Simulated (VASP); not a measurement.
# W in VASP: further runs, part 2 of 2

VASP 6.6.1. Earlier steps stand in the parts before.

## 5. Single point, LDA (atoms displaced along a vibrational mode)

Input file INCAR:

```
SYSTEM = W
ALGO     = Normal         ! electronic algorithm
EDIFF    = 1E-6           ! SCF threshold, eV
ENCUT    = 500            ! plane-wave cutoff, eV
GGA_COMPAT= .FALSE.      
ISIF     = 2              ! what is computed and relaxed
ISMEAR   = 0              ! smearing method
LASPH    = .TRUE.         ! aspherical terms in the spheres
LCHARG   = .FALSE.        ! write CHGCAR
LREAL    = .FALSE.        ! projectors in reciprocal space
LWAVE    = .FALSE.        ! write WAVECAR
NBANDS   = 21             ! bands
NELM     = 120            ! most SCF steps
PREC     = Accurate       ! precision mode
SIGMA    = 0.15           ! smearing width, eV
```

Input file KPOINTS:

```
k-points
0
G
  16 16 12
  0 0 0
```

Input file POSCAR:

```
W
1.0
    0.0000000000     -1.9864787844     -1.9864787844
    0.0000000000      1.9864787844     -1.9864787844
    3.9729575688      0.0000000000      0.0000000000
W
2
Direct
    0.5101687469      0.4898312531      0.5000000000
   -0.0101687469      0.0101687469      0.0000000000
```

Potentials or basis: VASP PAW LDA potentials, release 64 (W_sv).

Launch:

```
cat potpaw_LDA.64/W_sv/POTCAR > POTCAR
mpirun -np 1 vasp_std > vasp.out
```

OUTCAR:

```text
SYSTEM = W
   EDIFF = 1E-6
   ENCUT = 500
   ISIF = 2
   ISMEAR = 0
   LASPH = .TRUE.
   LREAL = .FALSE.
   NELM = 120
   PREC = Accurate

 ion  position               nearest neighbor table
   1  0.510  0.490  0.500-   2 2.75   2 2.75   2 2.81   2 2.81   2 2.81   2 2.81   2 2.87   2 2.87

   2  0.990  0.010  0.000-   1 2.75   1 2.75   1 2.81   1 2.81   1 2.81   1 2.81   1 2.87   1 2.87

  LATTYP: Found a simple tetragonal cell.
 ALAT       =     2.8093052383
 C/A-ratio  =     1.4142135624

  Lattice vectors:

 A1 = (   0.0000000000,  -1.9864787844,  -1.9864787844)
 A2 = (   0.0000000000,   1.9864787844,  -1.9864787844)
 A3 = (   3.9729575688,   0.0000000000,   0.0000000000)

Analysis of symmetry for initial positions (statically):
=====================================================================
 Subroutine PRICEL returns:
 Original cell was already a primitive cell.

 Routine SETGRP: Setting up the symmetry group for a
 simple tetragonal supercell.

 Subroutine GETGRP returns: Found  8 space group operations
 (whereof  4 operations were pure point group operations)
[... 162 lines left out ...]
  free energy    TOTEN  =       -27.22309101 eV

  energy without entropy =      -27.19679315  energy(sigma->0) =      -27.20994208

 E-fermi :  10.9953     XC(G=0): -13.8778

 val. band max:       10.9951167283   @ k =   0.3750   0.3750   0.2500
 cond. band min:      10.9968866918   @ k =   0.0625   0.0000   0.4167
 fundamental gap:      0.0017699635
 Fermi energy:        10.9953022005

 k-point     1 :       0.0000    0.0000    0.0000
  band No.  band energies     occupation
      1     -62.1361      2.00000
      2     -61.9545      2.00000
      3     -27.2263      2.00000
      4     -26.4412      2.00000
      5     -26.4382      2.00000
      6     -25.9536      2.00000
[... 565 lines left out ...]
     20      18.2683      0.00000
     21      23.9440      0.00000

 [... further k-points ...]

------------------------ aborting loop because EDIFF is reached ----------------------------------------

  FORCE on cell =-STRESS in cart. coord.  units (eV):
  Direction    XX          YY          ZZ          XY          YZ          ZX
  --------------------------------------------------------------------------------------
  -------------------------------------------------------------------------------------
  Total        0.5061235      0.2533334      0.4406392      0.0000000      0.0000000      0.0000000
  in kB       25.8615964     12.9446801     22.5155156      0.0000000      0.0000000      0.0000000
  external PRESSURE =      20.4405974 kB  Pullay stress =       0.0000000 kB

 VOLUME and BASIS-vectors are now :
 -----------------------------------------------------------------------------
  energy-cutoff  :      500.00
  volume of cell :       31.36
      direct lattice vectors                 reciprocal lattice vectors
     0.000000000 -1.986478784 -1.986478784     0.000000000 -0.251701656 -0.251701656
     0.000000000  1.986478784 -1.986478784     0.000000000  0.251701656 -0.251701656
     3.972957569  0.000000000  0.000000000     0.251701656  0.000000000  0.000000000

 POSITION                                       TOTAL-FORCE (eV/Angst)
 -----------------------------------------------------------------------------------
      1.98648     -0.04040     -1.98648         0.000000      0.306696      0.000000
      0.00000     -1.94608     -1.98648         0.000000     -0.306696      0.000000
 -----------------------------------------------------------------------------------
    total drift:                                0.000000     -0.000000     -0.000000

  FREE ENERGIE OF THE ION-ELECTRON SYSTEM (eV)
  ---------------------------------------------------
  free  energy   TOTEN  =       -27.2230910146 eV

  energy  without entropy=      -27.1967931505  energy(sigma->0) =      -27.20994208
```

OSZICAR:

```text
N       E                     dE             d eps       ncg     rms          rms(c)
DAV:   1     0.262525646403E+03    0.26253E+03   -0.15383E+04 21526   0.151E+03
DAV:   2    -0.196353583654E+02   -0.28216E+03   -0.27480E+03 23303   0.449E+02
DAV:   3    -0.283938822809E+02   -0.87585E+01   -0.85601E+01 24640   0.779E+01
DAV:   4    -0.284786371516E+02   -0.84755E-01   -0.84534E-01 23212   0.801E+00
DAV:   5    -0.284794524115E+02   -0.81526E-03   -0.81524E-03 24576   0.825E-01    0.295E+01
DAV:   6    -0.274844523109E+02    0.99500E+00   -0.11426E+00 23353   0.100E+01    0.119E+01
DAV:   7    -0.272332989320E+02    0.25115E+00   -0.56293E-01 23891   0.640E+00    0.580E-01
DAV:   8    -0.272231820324E+02    0.10117E-01   -0.12199E-02 22527   0.120E+00    0.799E-02
DAV:   9    -0.272230811925E+02    0.10084E-03   -0.23821E-04 26147   0.133E-01    0.459E-02
DAV:  10    -0.272230907938E+02   -0.96013E-05   -0.11436E-05 22824   0.322E-02    0.479E-03
DAV:  11    -0.272230910146E+02   -0.22079E-06   -0.15450E-06 18525   0.988E-03
   1 F= -.27223091E+02 E0= -.27209942E+02  d E =-.262979E-01
```

stdout:

```text
POSCAR found type information on POSCAR W
 POSCAR found :  1 types and       2 ions
 scaLAPACK will be used
 LDA part: xc-table for (Slater(with rela. corr.)+CA(PZ))
 , standard interpolation
 POSCAR, INCAR and KPOINTS ok, starting setup
 FFT: planning ... GRIDC
 FFT: planning ... GRID_SOFT
 FFT: planning ... GRID
 WAVECAR not read
 entering main loop
```

Wall time 3.9 min (1 thread of Intel Xeon 8259CL, shared host); peak memory 0.33 GiB.

Results:

| Quantity | Value |
| --- | --- |
| Free energy | -27.2231 eV |
| Pressure | 2.0 GPa |
| Largest force | 0.307 eV/Å |
| Band gap on the k mesh | zero (bands 14 and 15 overlap by 3.88 eV) |

Forces on the atoms (eV/Å):
```
W    0.000  0.307  0.000
W    0.000 -0.307  0.000
```

Stress tensor (GPa, compression positive):
```
2.59 0.00 0.00
0.00 1.29 0.00
0.00 0.00 2.25
```

Levels at points of the mesh, in eV from the Fermi level:
```tsv
k point	band 12	band 13	band 14	band 15	band 16	band 17
(0.00, 0.00, 0.00)	-0.67	-0.64	-0.62	2.63	2.69	3.48
(0.50, 0.00, 0.00)	-2.18	-2.00	-1.79	0.81	0.94	2.06
(0.50, 0.50, 0.00)	-4.79	3.36	3.47	5.27	5.43	6.06
(0.00, 0.00, 0.50)	-3.15	-0.18	-0.18	1.67	1.67	1.69
(0.50, 0.00, 0.50)	-0.92	-0.87	-0.87	0.95	0.95	5.29
(0.50, 0.50, 0.50)	-2.07	-2.06	-2.06	1.34	1.34	6.15
```

Caveat: the cell differs from its parent crystal (atoms displaced along a vibrational mode); spin-orbit coupling is left out, which moves the levels of the heavy elements.

## 6. Overview

```tsv
cell	gap on the mesh (eV)	pressure (GPa)	largest force (eV/Å)
as given, atomic positions A	none	2.1	0.54
as given, atomic positions B	none	3.0	1.31
as given, atomic positions C	none	2.5	0.92
as given, atomic positions D	none	2.0	0.31
```

Alike in all rows: task single point; level LDA; potentials or basis VASP PAW LDA potentials, release 64 (W_sv); no spin polarisation; k mesh 16 × 16 × 12; cutoff (eV) 500; smearing gaussian 0.15 eV.

Caveats: spin-orbit coupling is left out, which moves the levels of the heavy elements; forces of over 1 eV/Å act on the atoms, so gaps and moduli don't describe the material at rest (at least some runs).

Absolute energies hang on the potentials; compare differences alone.
